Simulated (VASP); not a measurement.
Input of a VASP 6.6.1 run:

The input INCAR:

```
SYSTEM = Al12Pt
PREC = Accurate ; ENCUT = 520
EDIFF = 1E-7 ; ISMEAR = -1
SIGMA = 0.05 ; LREAL = .FALSE.
LASPH = .TRUE. ; NELM = 100
ALGO = Normal ; ISIF = 2
LWAVE = .FALSE. ; LCHARG = .FALSE.
GGA = PS ; NBANDS = 35
```

File KPOINTS:

```
regular mesh
0
G
  3 3 1
  0 0 0
```

Contents of POSCAR:

```
Al12Pt
1.0
    5.7275650000      0.0000000000      0.0000000000
    2.8637820000      4.9602170000      0.0000000000
    0.0000000000      0.0000000000     16.6765370000
Al Pt
12 1
Direct
    0.1666666208      0.1666667003      0.0599644878
    0.6666667081      0.1666667003      0.0599644878
    0.1666666712      0.6666665995      0.0599644878
    0.6666667585      0.6666665995      0.0599644878
   -0.1542072428      0.3276171184      0.2030582848
    0.3420355092      0.3301397903      0.1941196185
   -0.1538672346      0.8273013056      0.2039189551
    0.3295733701      0.8366035196      0.1976154282
   -0.0222228527      0.0114142184      0.3470793727
    0.5097653785     -0.0332596336      0.3313372555
   -0.0072952385      0.5043805543      0.3455772622
    0.5104623862      0.5239950188      0.3300564740
    0.3991463379      0.3033123349      0.4260882220
```

Potentials or basis: VASP PAW PBE potentials, release 64 (Al, Pt).

Command:

```sh
$ cat potpaw_PBE.64/Al/POTCAR potpaw_PBE.64/Pt/POTCAR > POTCAR
$ mpirun -np 1 vasp_std > vasp.out
```

Question: Predict the largest force.

Answer: 0.283 eV/Å.

Question: Predict the band gap on the k mesh.

Answer: Zero (bands 23 and 24 overlap by 0.04 eV).

Forces on the atoms (eV/Å):
```
Al   0.224  0.170 -0.025
Al  -0.197  0.115  0.046
Al  -0.034 -0.274 -0.020
Al   0.051 -0.026  0.054
Al  -0.001  0.000 -0.012
Al   0.004 -0.014 -0.010
Al  -0.010  0.010 -0.027
Al   0.014 -0.008  0.001
Al   0.047 -0.021 -0.041
Al   0.040 -0.003  0.007
Al   0.001 -0.007 -0.006
Al   0.039 -0.019  0.018
Pt  -0.179  0.076  0.016
```

Caveat: the k points lie up to 0.42 Å⁻¹ apart; the PAW data sets were made with another functional, which shifts forces and pressure a little; spin-orbit coupling is left out, which moves the levels of the heavy elements.
